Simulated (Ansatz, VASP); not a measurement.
MnSi: VASP beside Ansatz

```
Mn Si
1.0
     4.51758    0.00000    0.00000
     0.00000    4.51758    0.00000
     0.00000    0.00000    4.51758
Mn Si
4 4
Direct
  0.13643 0.13643 0.13643
  0.63643 0.36357 0.86357
  0.86357 0.63643 0.36357
  0.36357 0.86357 0.63643
  0.84518 0.84518 0.84518
  0.34518 0.65482 0.15482
  0.15482 0.34518 0.65482
  0.65482 0.15482 0.34518
```

Alike in both runs: functional PBE; k mesh 8 × 8 × 8; occupations fermi-dirac, width 0.05 eV; collinear spin.

Ansatz relaxed the structure, and its values are those at the end. VASP's run is a single point on that final structure, the one shown.

|  | VASP | Ansatz |
| --- | --- | --- |
| version | VASP 6.6.1 | Ansatz 0.2.0 |
| potentials or method | VASP PAW PBE potentials, release 64 (Mn_pv, Si) | scalar-relativistic, plane waves, PAW |
| plane-wave cutoff (eV) | 520 | 420 |
| valence electrons in the cell | 68 | 76 |

|  | VASP | Ansatz | Ansatz less VASP |
| --- | --- | --- | --- |
| gap on the k mesh at the Fermi level (eV) | none | none | - |
| pressure (GPa) | -0.1 | 0.0 | +0.08 |
| rms of the force components (eV/Å) | 0.006 | 0.000 | -0.0053 |
| net moment per atom (μB) | 0.49 | 0.49 | 0.000 |
| size of the moment on the site where the two differ most (μB) | 1.03 | 0.98 | -0.051 |

Site moments also hang on the region over which each program counts them. A gap of «none» marks a metal or a gap that the smearing closes. With one functional, cell and mesh, what is left measures potentials, basis and numerics. VASP's potentials hold 68 valence electrons a cell and Ansatz's 76, so a difference there can come from the potentials and not from the codes.
